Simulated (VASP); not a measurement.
# Ti in VASP: further runs

Ti is run at these levels: PBE; tasks: single point.

Everything below comes from runs of VASP 6.6.1. Logs are shortened: lines on timing, memory, paths and dates and some standing lists are left out, and cuts for length are marked.

## Step 1: The cell of the first run

The structure is cubic, space group Im-3m (No. 229). Conventional cell: a = 3.255 Å, b = 3.255 Å, c = 3.255 Å, α = 90.00°, β = 90.00°, γ = 90.00°. Within 3.7 Å of Ti (site symmetry m-3m) lie 14 Ti at 2.82 to 3.26 Å.

## Step 2: Single point, PBE

File INCAR:

```
SYSTEM = Ti
ALGO = Normal
EDIFF = 1E-7
ENCUT = 520
GGA = PE
ISIF = 2
ISMEAR = 0
LASPH = .True.
LCHARG = .True.
LELF = .True.
LREAL = .False.
LVHAR = .True.
LWAVE = .False.
NBANDS = 19
NELM = 60
PREC = Accurate
SIGMA = 0.15
```

File KPOINTS:

```
k-points
0
Gamma
  14 14 14
  0 0 0
```

File POSCAR:

```
Ti
1.0
    0.0000000000     -3.2552372153      0.0000000000
   -3.2552372153      0.0000000000      0.0000000000
    0.0000000000      0.0000000000     -3.2552372153
Ti
2
Direct
    0.5000000000      0.5000000000      0.5000000000
    0.0000000000      0.0000000000      0.0000000000
```

Potentials or basis: VASP PAW PBE potentials, release 64 (Ti_sv).

On the command line:

```sh
cat potpaw_PBE.64/Ti_sv/POTCAR > POTCAR
mpirun -np 1 vasp_std > vasp.out
```

OUTCAR:

```text
SYSTEM = Ti
   EDIFF = 1E-7
   ENCUT = 520
   GGA = PE
   ISIF = 2
   ISMEAR = 0
   LASPH = .True.
   LREAL = .False.
   NELM = 60
   PREC = Accurate

 ion  position               nearest neighbor table
   1  0.500  0.500  0.500-   2 2.82   2 2.82   2 2.82   2 2.82   2 2.82   2 2.82   2 2.82   2 2.82

   2  0.000  0.000  0.000-   1 2.82   1 2.82   1 2.82   1 2.82   1 2.82   1 2.82   1 2.82   1 2.82

  LATTYP: Found a simple cubic cell.
 ALAT       =     3.2552372153

  Lattice vectors:

 A1 = (   0.0000000000,  -3.2552372153,   0.0000000000)
 A2 = (  -3.2552372153,   0.0000000000,   0.0000000000)
 A3 = (   0.0000000000,   0.0000000000,  -3.2552372153)

Analysis of symmetry for initial positions (statically):
=====================================================================
 Subroutine PRICEL returns following result:

  LATTYP: Found a body centered cubic cell.
 ALAT       =     3.2552372153

  Lattice vectors:

 A1 = (  -1.6276186077,  -1.6276186077,   1.6276186077)
 A2 = (  -1.6276186077,   1.6276186077,  -1.6276186077)
 A3 = (   1.6276186077,  -1.6276186077,  -1.6276186077)

   2 primitive cells build up your supercell.

 Routine SETGRP: Setting up the symmetry group for a
 simple cubic supercell.

 Subroutine GETGRP returns: Found 48 space group operations
 (whereof 48 operations were pure point group operations)
 out of a pool of 48 trial point group operations.

The static configuration has the point symmetry O_h .

Analysis of symmetry for dynamics (positions and initial velocities):
=====================================================================
 Subroutine PRICEL returns following result:

  LATTYP: Found a body centered cubic cell.
 ALAT       =     3.2552372153

  Lattice vectors:

 A1 = (  -1.6276186077,  -1.6276186077,   1.6276186077)
 A2 = (  -1.6276186077,   1.6276186077,  -1.6276186077)
 A3 = (   1.6276186077,  -1.6276186077,  -1.6276186077)

   2 primitive cells build up your supercell.

 Routine SETGRP: Setting up the symmetry group for a
 simple cubic supercell.

 Subroutine GETGRP returns: Found 48 space group operations
 (whereof 48 operations were pure point group operations)
 out of a pool of 48 trial point group operations.

The dynamic configuration has the point symmetry O_h .

 Subroutine INISYM returns: Found 48 space group operations
 (whereof 48 operations are pure point group operations),
 and found     2 'primitive' translations

----------------------------------------------------------------------------------------

                                     Primitive cell

  volume of cell :      17.2472

  direct lattice vectors                    reciprocal lattice vectors
    -1.627618608 -1.627618608  1.627618608    -0.307197274 -0.307197274  0.000000000
    -1.627618608  1.627618608 -1.627618608    -0.307197274  0.000000000 -0.307197274
     1.627618608 -1.627618608 -1.627618608     0.000000000 -0.307197274 -0.307197274

  length of vectors
     2.819118124  2.819118124  2.819118124     0.434442552  0.434442552  0.434442552

  position of ions in fractional coordinates (direct lattice)
     0.000000000  0.000000000  0.000000000

  ion indices of the primitive-cell ions
   primitive index   ion index
                 1           1

----------------------------------------------------------------------------------------

 KPOINTS: k-points

Automatic generation of k-mesh.
 Grid dimensions read from file:
 generate k-points for:   14   14   14

 Generating k-lattice:

  Cartesian coordinates                     Fractional coordinates (reciprocal lattice)
     0.000000000 -0.021942662  0.000000000     0.071428571  0.000000000  0.000000000
    -0.021942662  0.000000000  0.000000000     0.000000000  0.071428571  0.000000000
     0.000000000  0.000000000 -0.021942662     0.000000000  0.000000000  0.071428571

  Length of vectors
     0.021942662  0.021942662  0.021942662

  Shift w.r.t. Gamma in fractional coordinates (k-lattice)
     0.000000000  0.000000000  0.000000000

 Subroutine IBZKPT returns following result:
 ===========================================

 Found    120 irreducible k-points:

 Following reciprocal coordinates:
            Coordinates               Weight
  0.000000  0.000000  0.000000      1.000000
  0.071429  0.000000  0.000000      6.000000
  0.142857  0.000000  0.000000      6.000000
  0.214286  0.000000  0.000000      6.000000
  0.285714  0.000000  0.000000      6.000000
  0.357143  0.000000  0.000000      6.000000
[... 16 lines left out ...]
  0.285714  0.214286  0.000000     24.000000
  0.357143  0.214286  0.000000     24.000000
 [... further k-points ...]
   k-points           NKPTS =    120   k-points in BZ     NKDIM =    120   number of bands    NBANDS=     19
   number of dos      NEDOS =    301   number of ions     NIONS =      2
   total plane-waves  NPLWV =  13824
   dimension x,y,z NGX =    24 NGY =   24 NGZ =   24
   dimension x,y,z NGXF=    48 NGYF=   48 NGZF=   48
   ions per type =               2
   NGX,Y,Z   is equivalent  to a cutoff of  12.26, 12.26, 12.26 a.u.
   NGXF,Y,Z  is equivalent  to a cutoff of  24.51, 24.51, 24.51 a.u.
 SYSTEM =  Ti
   PREC   = accura    normal or accurate (medium, high low for compatibility)
   ISTART =      0    job   : 0-new  1-cont  2-samecut
   ICHARG =      2    charge: 1-file 2-atom 10-const
   ISPIN  =      1    spin polarized calculation?
   LNONCOLLINEAR =      F non collinear calculations
   LSORBIT =      F    spin-orbit coupling
   LASPH  =      T    aspherical Exc in radial PAW
   ENCUT  =  520.0 eV  38.22 Ry    6.18 a.u.   6.05  6.05  6.05*2*pi/ulx,y,z
   NELM   =     60;   NELMIN=  2; NELMDL= -5     # of ELM steps
   EDIFF  = 0.1E-06   stopping-criterion for ELM
   LREAL  =      F    real-space projection
   EDIFFG = 0.1E-05   stopping-criterion for IOM
   NSW    =      0    number of steps for IOM
   IBRION =     -1    ionic relax: 0-MD 1-quasi-New 2-CG
   NFREE  =      0    steps in history (QN), initial steepest desc. (CG)
   ISIF   =      2    stress and relaxation
   ISYM   =      2    0-nonsym 1-usesym 2-fastsym
   POTIM  = 0.5000    time-step for ionic-motion
   TEBEG  =    0.0;   TEEND  =   0.0 temperature during run
   PSTRESS=    0.0 pullay stress
   NELECT =      24.0000    total number of electrons
   NUPDOWN=      -1.0000    fix difference up-down
   EMIN   =  10.00;   EMAX   =-10.00  energy-range for DOS
   EFERMI =   0.00;   METHOD = LEGACY
   ISMEAR =     0;   SIGMA  =   0.15  broadening in eV -4-tet -1-fermi 0-gaus
   EFERMI_NEDOS =   21; number of points for ismear=-14 and -15
   IALGO  =     38    algorithm
   IMIX   =      4    mixing-type and parameters
     AMIX     =   0.40;   BMIX     =  1.00
     AMIX_MAG =   1.60;   BMIX_MAG =  1.00
  volume/ion in A,a.u.               =      17.25       116.39
  Fermi-wavevector in a.u.,A,eV,Ry     =   1.450650  2.741331 28.631897  2.104385
  Thomas-Fermi vector in A             =   2.568238
   LORBIT       =      0    0 simple, 1 ext, 2 COOP (PROOUT), +10 PAW based schemes
   GGA     = PE    functional components
   LHFCALC =     F    Hartree Fock is set to
   AEXX    =    0.0000 exact exchange contribution
   IVDW    =     0    specifies the selected vdW correction
   LEPSILON=     F    determine dielectric tensor
   LRPA    =     F    only Hartree local field effects (RPA)
 non-spin polarized calculation
 Gauss-broadening in eV      SIGMA  =   0.15
  energy-cutoff  :      520.00
  volume of cell :       34.49
 maximum number of plane-waves:       952
   NGX = 13   NGY = 13   NGZ = 13

 number of electron      24.0000012 magnetization

 Free energy of the ion-electron system (eV)
  ---------------------------------------------------
  ext. energy  EPLUGINS =         0.00000000
  ---------------------------------------------------
  free energy    TOTEN  =       -15.47498275 eV

  energy without entropy =      -15.42300187  energy(sigma->0) =      -15.44899231

 E-fermi :   8.1585     XC(G=0): -11.5267

 val. band max:        8.1552086215   @ k =   0.4286   0.3571   0.2143
 cond. band min:       8.1600649248   @ k =   0.4286   0.2143   0.0714
 fundamental gap:      0.0048563033
 Fermi energy:         8.1584992420

 k-point     1 :       0.0000    0.0000    0.0000
  band No.  band energies     occupation
      1     -48.3588      2.00000
      2     -48.1293      2.00000
      3     -24.6787      2.00000
      4     -24.6787      2.00000
      5     -24.6787      2.00000
      6     -24.2072      2.00000
[... 11 lines left out ...]
     18      12.1087      0.00000
     19      12.1087      0.00000

 k-point     2 :       0.0714    0.0000    0.0000
  band No.  band energies     occupation
      1     -48.3554      2.00000
      2     -48.1317      2.00000
      3     -24.6791      2.00000
      4     -24.6725      2.00000
      5     -24.6725      2.00000
      6     -24.2196      2.00000
[... 11 lines left out ...]
     18      11.9396      0.00000
     19      12.0662      0.00000

 k-point     3 :       0.1429    0.0000    0.0000
  band No.  band energies     occupation
      1     -48.3456      2.00000
      2     -48.1388      2.00000
      3     -24.6793      2.00000
      4     -24.6541      2.00000
      5     -24.6541      2.00000
      6     -24.2555      2.00000
[... 11 lines left out ...]
     18      11.5271      0.00000
     19      11.9417      0.00000

 k-point     4 :       0.2143    0.0000    0.0000
  band No.  band energies     occupation
      1     -48.3301      2.00000
      2     -48.1506      2.00000
      3     -24.6767      2.00000
      4     -24.6245      2.00000
      5     -24.6245      2.00000
      6     -24.3099      2.00000
[... 11 lines left out ...]
     18      11.1574      0.00000
     19      11.7442      0.00000

 k-point     5 :       0.2857    0.0000    0.0000
  band No.  band energies     occupation
      1     -48.3098      2.00000
      2     -48.1666      2.00000
      3     -24.6678      2.00000
      4     -24.5856      2.00000
      5     -24.5856      2.00000
      6     -24.3760      2.00000
[... 11 lines left out ...]
     18      11.3014      0.00000
     19      11.4872      0.00000

 k-point     6 :       0.3571    0.0000    0.0000
  band No.  band energies     occupation
      1     -48.2861      2.00000
      2     -48.1864      2.00000
      3     -24.6488      2.00000
      4     -24.5394      2.00000
      5     -24.5394      2.00000
      6     -24.4463      2.00000
[... 11 lines left out ...]
     18      11.1874      0.00000
     19      11.4493      0.00000

 k-point     7 :       0.4286    0.0000    0.0000
  band No.  band energies     occupation
      1     -48.2605      2.00000
      2     -48.2094      2.00000
      3     -24.6171      2.00000
      4     -24.5134      2.00000
      5     -24.4885      2.00000
      6     -24.4885      2.00000
[... 11 lines left out ...]
     18      10.8627      0.00000
     19      11.5968      0.00000

 k-point     8 :       0.5000    0.0000    0.0000
  band No.  band energies     occupation
      1     -48.2345      2.00000
      2     -48.2345      2.00000
      3     -24.5716      2.00000
      4     -24.5716      2.00000
      5     -24.4355      2.00000
      6     -24.4355      2.00000
[... 256 lines left out ...]
 k-point    20 :       0.4286    0.1429    0.0000
  band No.  band energies     occupation
      1     -48.2560      2.00000
      2     -48.2099      2.00000
      3     -24.7102      2.00000
      4     -24.6180      2.00000
      5     -24.4810      2.00000
      6     -24.4040      2.00000
[... 11 lines left out ...]
     18      11.4600      0.00000
     19      11.5467      0.00000

 k-point    21 :       0.5000    0.1429    0.0000
  band No.  band energies     occupation
      1     -48.2324      2.00000
      2     -48.2324      2.00000
      3     -24.6715      2.00000
      4     -24.6715      2.00000
      5     -24.4332      2.00000
      6     -24.4332      2.00000
[... 11 lines left out ...]
     18      11.1422      0.00000
     19      11.7983      0.00000

 k-point    22 :       0.2143    0.2143    0.0000
  band No.  band energies     occupation
      1     -48.3067      2.00000
      2     -48.1662      2.00000
      3     -24.7633      2.00000
      4     -24.5808      2.00000
      5     -24.5011      2.00000
      6     -24.4813      2.00000
[... 11 lines left out ...]
     18      10.9948      0.00000
     19      12.2436      0.00000

 k-point    23 :       0.2857    0.2143    0.0000
  band No.  band energies     occupation
      1     -48.2902      2.00000
      2     -48.1781      2.00000
      3     -24.7810      2.00000
      4     -24.5574      2.00000
      5     -24.5495      2.00000
      6     -24.4501      2.00000
[... 11 lines left out ...]
     18      11.1061      0.00000
     19      12.2164      0.00000

 k-point    24 :       0.3571    0.2143    0.0000
  band No.  band energies     occupation
      1     -48.2712      2.00000
      2     -48.1931      2.00000
      3     -24.7846      2.00000
      4     -24.6296      2.00000
      5     -24.5127      2.00000
      6     -24.3993      2.00000
[... 11 lines left out ...]
     18      11.2790      0.00000
     19      12.0743      0.00000

 [... further k-points ...]
[... 5 lines left out ...]
  --------------------------------------------------------------------------------------
  -------------------------------------------------------------------------------------
  Total       -0.0310081     -0.0310081     -0.0310081      0.0000000     -0.0000000     -0.0000000
  in kB       -1.4402511     -1.4402511     -1.4402511      0.0000000     -0.0000000     -0.0000000
  external PRESSURE =      -1.4402511 kB  Pullay stress =       0.0000000 kB

 VOLUME and BASIS-vectors are now :
 -----------------------------------------------------------------------------
  energy-cutoff  :      520.00
  volume of cell :       34.49
      direct lattice vectors                 reciprocal lattice vectors
     0.000000000 -3.255237215  0.000000000     0.000000000 -0.307197274  0.000000000
    -3.255237215  0.000000000  0.000000000    -0.307197274  0.000000000  0.000000000
     0.000000000  0.000000000 -3.255237215     0.000000000  0.000000000 -0.307197274

 POSITION                                       TOTAL-FORCE (eV/Angst)
 -----------------------------------------------------------------------------------
     -1.62762     -1.62762     -1.62762        -0.000000     -0.000000     -0.000000
      0.00000      0.00000      0.00000         0.000000      0.000000      0.000000
 -----------------------------------------------------------------------------------
    total drift:                               -0.000000     -0.000000      0.000000

  FREE ENERGIE OF THE ION-ELECTRON SYSTEM (eV)
  ---------------------------------------------------
  free  energy   TOTEN  =       -15.4749827475 eV

  energy  without entropy=      -15.4230018730  energy(sigma->0) =      -15.44899231
```

Wall time 35 s (1 thread of Intel Xeon Platinum 8259CL at 2.50GHz (Skylake/Cascade Lake), shared host); peak memory 0.18 GiB.

What came out:

* Free energy: -15.4750 eV
* Pressure: -0.1 GPa
* Band gap on the k mesh: zero (band 12 reaches 9.16 eV, above the bottom of band 13 at 7.55 eV)

## Step 3: Single point, PBE (mode 4 frozen in at -0.039 Å and mode 5 at +0.000 Å (largest displacements))

File INCAR:

```
PREC     = Accurate       # precision mode
ENCUT    = 520            # plane-wave cutoff, eV
EDIFF    = 1E-6           # SCF threshold, eV
ISMEAR   = 0              # smearing method
SIGMA    = 0.15           # smearing width, eV
LREAL    = False          # projectors in reciprocal space
LASPH    = True           # aspherical terms in the spheres
NELM     = 60             # most SCF steps
ALGO     = Fast           # electronic algorithm
ISIF     = 2              # what is computed and relaxed
LWAVE    = False          # write WAVECAR
LCHARG   = False          # write CHGCAR
GGA      = PE             # functional
NBANDS   = 19             # bands
```

File KPOINTS:

```
Automatic mesh
0
Gamma
  14 14 14
```

File POSCAR:

```
Ti
1.0
    0.0000000000     -3.2552372153      0.0000000000
   -3.2552372153      0.0000000000      0.0000000000
    0.0000000000      0.0000000000     -3.2552372153
Ti
2
Direct
    0.5000000000      0.5118578148      0.5000000000
    0.0000000000     -0.0118578148      0.0000000000
```

Potentials or basis: VASP PAW PBE potentials, release 64 (Ti_sv).

On the command line:

```sh
cat potpaw_PBE.64/Ti_sv/POTCAR > POTCAR
mpirun -np 1 vasp_std > vasp.out
```

Run time: 3.9 min. Hardware: 1 thread of Intel Xeon Platinum 8259CL at 2.50GHz (Skylake/Cascade Lake), shared host; peak memory 0.26 GiB.

Results (log left out):

```yaml
Free_energy: -15.4627 eV
Pressure: 0.0 GPa
Largest_force: 0.323 eV/Å
Band_gap_on_the_k_mesh: zero (band 12 reaches 9.16 eV, above the bottom of band 13 at 7.62 eV)
```

Forces in eV/Å, atoms in the order of the input:
```
Ti   0.323  0.000  0.000
Ti  -0.323  0.000  0.000
```

Stress tensor (GPa, compression positive):
```
-0.10  0.00  0.00
 0.00  0.01  0.00
 0.00  0.00  0.01
```

Levels at points of the mesh, in eV from the Fermi level:
```csv
k point,band 10,band 11,band 12,band 13,band 14,band 15
"(0.00, 0.00, 0.00)",-2.13,-2.11,0.98,1.01,1.01,2.73
"(0.50, 0.00, 0.00)",-2.63,-0.01,-0.01,1.27,1.27,1.36
"(0.00, 0.50, 0.00)",-2.62,-0.21,0.29,1.29,1.29,1.32
"(0.50, 0.50, 0.00)",-2.47,-0.40,-0.40,1.15,1.15,2.78
"(0.50, 0.00, 0.50)",-2.46,-0.38,-0.38,1.16,1.16,2.74
"(0.50, 0.50, 0.50)",-0.68,-0.60,-0.60,-0.53,-0.53,3.17
```

Caveat: the cell differs from its parent crystal (mode 4 frozen in at -0.039 Å and mode 5 at +0.000 Å (largest displacements)).

## Step 4: Single point, PBE (mode 4 frozen in at -0.039 Å and mode 5 at -0.039 Å (largest displacements))

File INCAR:

```
SYSTEM = Ti
PREC     = Accurate       ! precision mode
ENCUT    = 520            ! plane-wave cutoff, eV
EDIFF    = 1E-7           ! SCF threshold, eV
ISMEAR   = 0              ! smearing method
SIGMA    = 0.15           ! smearing width, eV
LREAL    = .False.        ! projectors in reciprocal space
LASPH    = .True.         ! aspherical terms in the spheres
NELM     = 60             ! most SCF steps
ALGO     = Fast           ! electronic algorithm
ISIF     = 2              ! what is computed and relaxed
LWAVE    = .False.        ! write WAVECAR
LCHARG   = .False.        ! write CHGCAR
GGA      = PE             ! functional
NBANDS   = 19             ! bands
```

File KPOINTS:

```
regular mesh
0
Gamma
  14 14 14
  0 0 0
```

File POSCAR:

```
Ti
1.0
    0.0000000000     -3.2552372153      0.0000000000
   -3.2552372153      0.0000000000      0.0000000000
    0.0000000000      0.0000000000     -3.2552372153
Ti
2
Direct
    0.5118578148      0.5118578148      0.5000000000
   -0.0118578148     -0.0118578148      0.0000000000
```

On the command line:

```sh
cat potpaw_PBE.64/Ti_sv/POTCAR > POTCAR
mpirun -np 1 vasp_std > vasp.out
```

Run time: 4.1 min. Hardware: 1 thread of Intel Xeon 6975P-C (Granite Rapids), shared host; peak memory 0.33 GiB.

Results (log left out):

```
Free energy            : -15.4495 eV
Pressure               : 0.2 GPa
Largest force          : 0.489 eV/Å
Band gap on the k mesh : zero (band 12 reaches 9.14 eV, above the bottom of band 13 at 7.65 eV)
```

Forces on the atoms (eV/Å):
```
Ti   0.346  0.346  0.000
Ti  -0.346 -0.346  0.000
```

Stress tensor (GPa, compression positive):
```
0.16 0.50 0.00
0.50 0.16 0.00
0.00 0.00 0.30
```

Levels at points of the mesh, in eV from the Fermi level:
```
           k point  band 9  band 10  band 11  band 12  band 13  band 14  band 15  band 16
(0.00, 0.00, 0.00)   -5.96    -2.13    -2.11     0.97     1.02     1.02     2.72     2.77
(0.50, 0.00, 0.00)   -2.64    -2.62    -0.25     0.23     1.26     1.28     1.34     1.40
(0.00, 0.00, 0.50)   -2.63    -2.63    -0.05    -0.05     1.24     1.24     1.41     1.41
(0.50, 0.50, 0.00)   -2.47    -2.47    -0.41    -0.40     1.13     1.16     2.76     2.86
(0.00, 0.50, 0.50)   -2.46    -2.46    -0.38    -0.38     1.16     1.16     2.77     2.77
(0.50, 0.50, 0.50)   -0.70    -0.70    -0.61    -0.61    -0.49    -0.49     3.17     3.17
```

Caveat: the cell differs from its parent crystal (mode 4 frozen in at -0.039 Å and mode 5 at -0.039 Å (largest displacements)).
